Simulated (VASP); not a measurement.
# WC (P-6m2) in VASP: further runs

Runs on WC. Level: r2SCAN. Tasks: single point.

All numbers are computed with VASP 6.6.1; they aren't measurements. Logs are shortened: lines on timing, memory, paths and dates and some standing lists are left out, and cuts for length are marked.

## (1) The cell of the first run

It takes space group P-6m2 (No. 187, hexagonal). The conventional cell has a = 2.907 Å, b = 2.907 Å, c = 2.837 Å, α = 90.00°, β = 90.00°, γ = 120.00°. Within 3.0 Å of W (site symmetry -6m2) lie 6 C at 2.20 Å and 8 W at 2.84 to 2.91 Å. C (site symmetry -6m2) has 6 W at 2.20 Å and 8 C at 2.84 to 2.91 Å within 3.0 Å.

## (2) Single point, r2SCAN

The input, POSCAR:

```
WC
1.0
    2.9065000000      0.0000000000      0.0000000000
   -1.4532500000      2.5171030000      0.0000000000
    0.0000000000      0.0000000000      2.8366000000
W C
1 1
Direct
    0.0000000000      0.0000000000      0.0000000000
    0.6666666667      0.3333333333      0.5000000000
```

The input, INCAR.step1:

```
ALGO = Normal
EDIFF = 1E-4
ENCUT = 520
GGA = PE
ISMEAR = 0
LASPH = T
LCHARG = F
LREAL = F
LWAVE = T
NBANDS = 16
NELM = 60
PREC = Accurate
SIGMA = 0.1
```

The input, INCAR.step2:

```
ALGO = Normal
EDIFF = 1E-6
ENCUT = 520
ISIF = 2
ISMEAR = 0
ISTART = 1
LASPH = T
LCHARG = F
LMIXTAU = T
LREAL = F
LWAVE = F
METAGGA = R2SCAN
NBANDS = 16
NELM = 60
PREC = Accurate
SIGMA = 0.1
```

The input, KPOINTS:

```
k-points
0
Gamma
  11 11 10
```

Potentials or basis: VASP PAW PBE potentials, release 64 (W_sv, C).

The run is started by

```bash
$ cat potpaw_PBE.64/W_sv/POTCAR potpaw_PBE.64/C/POTCAR > POTCAR
$ cp INCAR.step1 INCAR
$ mpirun -np 1 vasp_std > vasp.out
$ cp INCAR.step2 INCAR
$ mpirun -np 1 vasp_std > vasp.out
```

OUTCAR:

```text
EDIFF = 1E-6
   ENCUT = 520
   ISIF = 2
   ISMEAR = 0
   ISTART = 1
   LASPH = T
   LREAL = F
   METAGGA = R2SCAN
   NELM = 60
   PREC = Accurate

 ion  position               nearest neighbor table
   1  0.000  0.000  0.000-   2 2.20   2 2.20   2 2.20   2 2.20   2 2.20   2 2.20
   2  0.667  0.333  0.500-   1 2.20   1 2.20   1 2.20   1 2.20   1 2.20   1 2.20

  LATTYP: Found a hexagonal cell.
 ALAT       =     2.9065000000
 C/A-ratio  =     0.9759504559

  Lattice vectors:

 A1 = (   2.9065000000,   0.0000000000,   0.0000000000)
 A2 = (  -1.4532500000,   2.5171030000,   0.0000000000)
 A3 = (   0.0000000000,   0.0000000000,   2.8366000000)

Analysis of symmetry for initial positions (statically):
=====================================================================
 Subroutine PRICEL returns:
 Original cell was already a primitive cell.

 Routine SETGRP: Setting up the symmetry group for a
 hexagonal supercell.

 Subroutine GETGRP returns: Found 12 space group operations
 (whereof 12 operations were pure point group operations)
 out of a pool of 24 trial point group operations.

The static configuration has the point symmetry D_3h.

Analysis of symmetry for dynamics (positions and initial velocities):
=====================================================================
 Subroutine PRICEL returns:
 Original cell was already a primitive cell.

 Routine SETGRP: Setting up the symmetry group for a
 hexagonal supercell.

 Subroutine GETGRP returns: Found 12 space group operations
 (whereof 12 operations were pure point group operations)
 out of a pool of 24 trial point group operations.

The dynamic configuration has the point symmetry D_3h.

 Subroutine INISYM returns: Found 12 space group operations
 (whereof 12 operations are pure point group operations),
 and found     1 'primitive' translations

----------------------------------------------------------------------------------------

                                     Primitive cell

  volume of cell :      20.7525

  direct lattice vectors                    reciprocal lattice vectors
     2.906500000  0.000000000  0.000000000     0.344056425  0.198641057  0.000000000
    -1.453250000  2.517103000  0.000000000     0.000000000  0.397282114  0.000000000
     0.000000000  0.000000000  2.836600000     0.000000000  0.000000000  0.352534725

  length of vectors
     2.906500000  2.906500142  2.836600000     0.397282133  0.397282114  0.352534725

  position of ions in fractional coordinates (direct lattice)
     0.000000000  0.000000000  0.000000000
     0.666666667  0.333333333  0.500000000

  ion indices of the primitive-cell ions
   primitive index   ion index
                 1           1
                 2           2

----------------------------------------------------------------------------------------

 KPOINTS: k-points

Automatic generation of k-mesh.
 Grid dimensions read from file:
 generate k-points for:   11   11   10

 Generating k-lattice:

  Cartesian coordinates                     Fractional coordinates (reciprocal lattice)
     0.031277857  0.018058278  0.000000000     0.090909091  0.000000000  0.000000000
     0.000000000  0.036116556  0.000000000     0.000000000  0.090909091  0.000000000
     0.000000000  0.000000000  0.035253472     0.000000000  0.000000000  0.100000000

  Length of vectors
     0.036116558  0.036116556  0.035253472

  Shift w.r.t. Gamma in fractional coordinates (k-lattice)
     0.000000000  0.000000000  0.000000000

 Subroutine IBZKPT returns following result:
 ===========================================

 Found     96 irreducible k-points:

 Following reciprocal coordinates:
            Coordinates               Weight
  0.000000  0.000000  0.000000      1.000000
  0.090909 -0.000000  0.000000      6.000000
  0.181818  0.000000  0.000000      6.000000
  0.272727  0.000000  0.000000      6.000000
  0.363636  0.000000  0.000000      6.000000
  0.454545  0.000000  0.000000      6.000000
[... 16 lines left out ...]
  0.090909  0.090909  0.100000     12.000000
  0.181818  0.090909  0.100000     24.000000
 [... further k-points ...]
   k-points           NKPTS =     96   k-points in BZ     NKDIM =     96   number of bands    NBANDS=     16
   number of dos      NEDOS =    301   number of ions     NIONS =      2
   total plane-waves  NPLWV =  13824
   dimension x,y,z NGX =    24 NGY =   24 NGZ =   24
   dimension x,y,z NGXF=    48 NGYF=   48 NGZF=   48
   ions per type =               1   1
   NGX,Y,Z   is equivalent  to a cutoff of  13.73, 13.73, 14.07 a.u.
   NGXF,Y,Z  is equivalent  to a cutoff of  27.46, 27.46, 28.13 a.u.
 SYSTEM =  unknown system
   PREC   = accura    normal or accurate (medium, high low for compatibility)
   ISTART =      1    job   : 0-new  1-cont  2-samecut
   ICHARG =      0    charge: 1-file 2-atom 10-const
   ISPIN  =      1    spin polarized calculation?
   LNONCOLLINEAR =      F non collinear calculations
   LSORBIT =      F    spin-orbit coupling
   LASPH  =      T    aspherical Exc in radial PAW
   ENCUT  =  520.0 eV  38.22 Ry    6.18 a.u.   5.40  5.40  5.27*2*pi/ulx,y,z
   NELM   =     60;   NELMIN=  2; NELMDL=  0     # of ELM steps
   EDIFF  = 0.1E-05   stopping-criterion for ELM
   LREAL  =      F    real-space projection
   EDIFFG = 0.1E-04   stopping-criterion for IOM
   NSW    =      0    number of steps for IOM
   IBRION =     -1    ionic relax: 0-MD 1-quasi-New 2-CG
   NFREE  =      0    steps in history (QN), initial steepest desc. (CG)
   ISIF   =      2    stress and relaxation
   ISYM   =      2    0-nonsym 1-usesym 2-fastsym
   POTIM  = 0.5000    time-step for ionic-motion
   TEBEG  =    0.0;   TEEND  =   0.0 temperature during run
   PSTRESS=    0.0 pullay stress
   NELECT =      18.0000    total number of electrons
   NUPDOWN=      -1.0000    fix difference up-down
   EMIN   =  10.00;   EMAX   =-10.00  energy-range for DOS
   EFERMI =   0.00;   METHOD = LEGACY
   ISMEAR =     0;   SIGMA  =   0.10  broadening in eV -4-tet -1-fermi 0-gaus
   EFERMI_NEDOS =   21; number of points for ismear=-14 and -15
   IALGO  =     38    algorithm
   IMIX   =      4    mixing-type and parameters
     AMIX     =   0.40;   BMIX     =  1.00
     AMIX_MAG =   1.60;   BMIX_MAG =  1.00
  volume/ion in A,a.u.               =      10.38        70.02
  Fermi-wavevector in a.u.,A,eV,Ry     =   1.561262  2.950358 33.164743  2.437540
  Thomas-Fermi vector in A             =   2.664353
   LORBIT       =      0    0 simple, 1 ext, 2 COOP (PROOUT), +10 PAW based schemes
   METAGGA = R2SCAN    functional components
   LHFCALC =     F    Hartree Fock is set to
   AEXX    =    0.0000 exact exchange contribution
   IVDW    =     0    specifies the selected vdW correction
   LEPSILON=     F    determine dielectric tensor
   LRPA    =     F    only Hartree local field effects (RPA)
 non-spin polarized calculation
 Gauss-broadening in eV      SIGMA  =   0.10
  energy-cutoff  :      520.00
  volume of cell :       20.75
 maximum number of plane-waves:       580
 NGX is ok and might be reduce to    24
   NGX = 11   NGY = 11   NGZ = 11

 number of electron      18.0000000 magnetization

 Free energy of the ion-electron system (eV)
  ---------------------------------------------------
  ext. energy  EPLUGINS =         0.00000000
  ---------------------------------------------------
  free energy    TOTEN  =       -61.61376288 eV

  energy without entropy =      -61.61296445  energy(sigma->0) =      -61.61336367

 E-fermi :  10.9784     XC(G=0): -14.9710

 val. band max:       10.8871012777   @ k =   0.4545   0.0909   0.5000
 cond. band min:      10.9868891529   @ k =   0.4545   0.0000   0.5000
 fundamental gap:      0.0997878751
 Fermi energy:        10.9783539892

 k-point     1 :       0.0000    0.0000    0.0000
  band No.  band energies     occupation
      1     -64.9858      2.00000
      2     -28.2935      2.00000
      3     -28.1839      2.00000
      4     -28.1839      2.00000
      5      -4.2792      2.00000
      6       6.4693      2.00000
[... 8 lines left out ...]
     15      26.2220      0.00000
     16      28.5549      0.00000

 k-point     2 :       0.0909   -0.0000    0.0000
  band No.  band energies     occupation
      1     -64.9806      2.00000
      2     -28.2842      2.00000
      3     -28.2564      2.00000
      4     -28.2002      2.00000
      5      -4.0567      2.00000
      6       6.5232      2.00000
[... 8 lines left out ...]
     15      25.7959      0.00000
     16      29.0352      0.00000

 k-point     3 :       0.1818    0.0000    0.0000
  band No.  band energies     occupation
      1     -64.9666      2.00000
      2     -28.4470      2.00000
      3     -28.2591      2.00000
      4     -28.2437      2.00000
      5      -3.4362      2.00000
      6       5.9390      2.00000
[... 8 lines left out ...]
     15      25.5215      0.00000
     16      30.3324      0.00000

 k-point     4 :       0.2727    0.0000    0.0000
  band No.  band energies     occupation
      1     -64.9484      2.00000
      2     -28.6893      2.00000
      3     -28.3000      2.00000
      4     -28.2260      2.00000
      5      -2.5507      2.00000
      6       4.9779      2.00000
[... 8 lines left out ...]
     15      26.1899      0.00000
     16      29.7681      0.00000
[... 324 lines left out ...]
 k-point    22 :       0.4545    0.0000    0.1000
  band No.  band energies     occupation
      1     -64.9173      2.00000
      2     -29.0191      2.00000
      3     -28.3735      2.00000
      4     -28.2492      2.00000
      5      -0.8949      2.00000
      6       3.6528      2.00000
[... 8 lines left out ...]
     15      24.8473      0.00000
     16      29.7894      0.00000

 k-point    23 :       0.0909    0.0909    0.1000
  band No.  band energies     occupation
      1     -64.9667      2.00000
      2     -28.3783      2.00000
      3     -28.3416      2.00000
      4     -28.2275      2.00000
      5      -3.4072      2.00000
      6       6.3142      2.00000
[... 8 lines left out ...]
     15      25.4402      0.00000
     16      29.4514      0.00000

 k-point    24 :       0.1818    0.0909    0.1000
  band No.  band energies     occupation
      1     -64.9507      2.00000
      2     -28.5801      2.00000
      3     -28.3131      2.00000
      4     -28.2881      2.00000
      5      -2.6847      2.00000
      6       5.4906      2.00000
[... 8 lines left out ...]
     15      25.4111      0.00000
     16      29.6668      0.00000

 [... further k-points ...]

------------------------ aborting loop because EDIFF is reached ----------------------------------------

  FORCE on cell =-STRESS in cart. coord.  units (eV):
  Direction    XX          YY          ZZ          XY          YZ          ZX
  --------------------------------------------------------------------------------------
  -------------------------------------------------------------------------------------
  Total        0.4897779      0.4897779      0.3381690      0.0000000      0.0000000      0.0000000
  in kB       37.8129307     37.8129357     26.1080848      0.0000000      0.0000000      0.0000000
  external PRESSURE =      33.9113171 kB  Pullay stress =       0.0000000 kB

 VOLUME and BASIS-vectors are now :
 -----------------------------------------------------------------------------
  energy-cutoff  :      520.00
  volume of cell :       20.75
      direct lattice vectors                 reciprocal lattice vectors
     2.906500000  0.000000000  0.000000000     0.344056425  0.198641057  0.000000000
    -1.453250000  2.517103000  0.000000000     0.000000000  0.397282114  0.000000000
     0.000000000  0.000000000  2.836600000     0.000000000  0.000000000  0.352534725

 POSITION                                       TOTAL-FORCE (eV/Angst)
 -----------------------------------------------------------------------------------
      0.00000      0.00000      0.00000        -0.000000     -0.000000      0.000000
      1.45325      0.83903      1.41830         0.000000      0.000000      0.000000
 -----------------------------------------------------------------------------------
    total drift:                               -0.000000      0.000001      0.000000

  FREE ENERGIE OF THE ION-ELECTRON SYSTEM (eV)
  ---------------------------------------------------
  free  energy   TOTEN  =       -61.6137628775 eV

  energy  without entropy=      -61.6129644543  energy(sigma->0) =      -61.61336367
```

It took 98 s on 1 thread of Intel Xeon 8259CL, shared host; peak memory 0.17 GiB.

What came out:

- Free energy: -61.6138 eV
- Pressure: 3.4 GPa
- Band gap on the k mesh: zero (bands 9 and 10 overlap by 1.24 eV)

Levels at points of the mesh, in eV from the Fermi level:
```tsv
k point	band 5	band 6	band 7	band 8	band 9	band 10	band 11	band 12	band 13	band 14
(0.00, 0.00, 0.00)	-15.26	-4.51	-3.50	-3.50	0.08	3.40	3.40	5.95	5.95	6.79
(0.00, 0.00, 0.50)	-11.15	-9.03	-2.11	-2.11	-0.59	-0.59	3.80	4.83	4.83	10.56
```

Caveat: the cell stands under pressure; the PAW data sets were made with another functional, which shifts forces and pressure a little; spin-orbit coupling is left out, which moves the levels of the heavy elements.

## (3) Single point, r2SCAN

This run uses another cell than the first one, of 10.79 Å³/atom.

The input, POSCAR:

```
WC
1.0
    2.9447478072      0.0000000000      0.0000000000
   -1.4723739036      2.5502265748      0.0000000000
    0.0000000000      0.0000000000      2.8739279649
W C
1 1
Direct
    0.0000000000      0.0000000000      0.0000000000
    0.6666666667      0.3333333333      0.5000000000
```

INCAR.step1 is that of step 2.

The input, INCAR.step2:

```
ALGO = Normal
EDIFF = 1E-7
ENCUT = 520
ISIF = 2
ISMEAR = 0
ISTART = 1
LASPH = T
LCHARG = T
LELF = T
LMIXTAU = T
LREAL = F
LVHAR = T
LWAVE = F
METAGGA = R2SCAN
NBANDS = 16
NELM = 60
PREC = Accurate
SIGMA = 0.1
```

KPOINTS is that of step 2.

Potentials or basis: VASP PAW PBE potentials, release 64 (W_sv, C).

The run is started by

```bash
$ cat potpaw_PBE.64/W_sv/POTCAR potpaw_PBE.64/C/POTCAR > POTCAR
$ cp INCAR.step1 INCAR
$ mpirun -np 1 vasp_std > vasp.out
$ cp INCAR.step2 INCAR
$ mpirun -np 1 vasp_std > vasp.out
```

It took 1.9 min on 1 thread of Intel Xeon 8259CL, shared host; peak memory 0.17 GiB.

It converged, with:

```yaml
Free_energy: -61.5913 eV
Pressure: -11.8 GPa
Band_gap_on_the_k_mesh: zero (bands 9 and 10 overlap by 1.19 eV)
```

Stress tensor (GPa, compression positive):
```
-10.61   0.00   0.00
  0.00 -10.61   0.00
  0.00   0.00 -14.04
```

Levels at points of the mesh, in eV from the Fermi level:
| k point | band 5 | band 6 | band 7 | band 8 | band 9 | band 10 | band 11 | band 12 | band 13 | band 14 |
| --- | --- | --- | --- | --- | --- | --- | --- | --- | --- | --- |
| (0.00, 0.00, 0.00) | -14.92 | -4.25 | -3.30 | -3.30 | 0.10 | 3.24 | 3.24 | 5.75 | 5.75 | 6.53 |
| (0.00, 0.00, 0.50) | -11.05 | -8.74 | -1.97 | -1.97 | -0.52 | -0.52 | 3.66 | 4.75 | 4.75 | 10.32 |

Caveat: the cell stands under tension; the PAW data sets were made with another functional, which shifts forces and pressure a little; spin-orbit coupling is left out, which moves the levels of the heavy elements.

## (4) Single point, r2SCAN

This run uses another cell than the first one, of 11.21 Å³/atom.

The input, POSCAR:

```
WC
1.0
    2.9820270534      0.0000000000      0.0000000000
   -1.4910135267      2.5825113512      0.0000000000
    0.0000000000      0.0000000000      2.9103106622
W C
1 1
Direct
    0.0000000000      0.0000000000      0.0000000000
    0.6666666667      0.3333333333      0.5000000000
```

The input, INCAR.step1:

```
SYSTEM = WC
ALGO = Normal
EDIFF = 1E-4
ENCUT = 520
GGA = PE
ISMEAR = 0
LASPH = .TRUE.
LCHARG = .FALSE.
LREAL = .FALSE.
LWAVE = .TRUE.
NBANDS = 16
NELM = 60
PREC = Accurate
SIGMA = 0.1
```

The input, INCAR.step2:

```
SYSTEM = WC
ALGO = Normal
EDIFF = 1E-7
ENCUT = 520
ISIF = 2
ISMEAR = 0
ISTART = 1
LASPH = .TRUE.
LCHARG = .TRUE.
LELF = .TRUE.
LMIXTAU = .TRUE.
LREAL = .FALSE.
LVHAR = .TRUE.
LWAVE = .FALSE.
METAGGA = R2SCAN
NBANDS = 16
NELM = 60
PREC = Accurate
SIGMA = 0.1
```

The input, KPOINTS:

```
k-points
0
G
  11 11 10
  0 0 0
```

The run is started by

```bash
$ cat potpaw_PBE.64/W_sv/POTCAR potpaw_PBE.64/C/POTCAR > POTCAR
$ cp INCAR.step1 INCAR
$ mpirun -np 1 vasp_std > vasp.out
$ cp INCAR.step2 INCAR
$ mpirun -np 1 vasp_std > vasp.out
```

Wall time 2.1 min (1 thread of Intel Xeon 8259CL, shared host); peak memory 0.17 GiB.

The run converged. Its results:

```yaml
Free_energy: -61.4979 eV
Pressure: -24.1 GPa
Band_gap_on_the_k_mesh: zero (bands 9 and 10 overlap by 1.14 eV)
```

Stress tensor (GPa, compression positive):
```
-22.28   0.00   0.00
  0.00 -22.28   0.00
  0.00   0.00 -27.62
```

Levels at points of the mesh, in eV from the Fermi level:
```tsv
k point	band 7	band 8	band 9	band 10	band 11	band 12
(0.00, 0.00, 0.00)	-3.13	-3.13	0.12	3.09	3.09	5.55
(0.00, 0.00, 0.50)	-1.86	-1.86	-0.46	-0.46	3.51	4.65
```

Caveat: the cell stands under tension; the PAW data sets were made with another functional, which shifts forces and pressure a little; spin-orbit coupling is left out, which moves the levels of the heavy elements.

(Continued in part 2 of 2.)
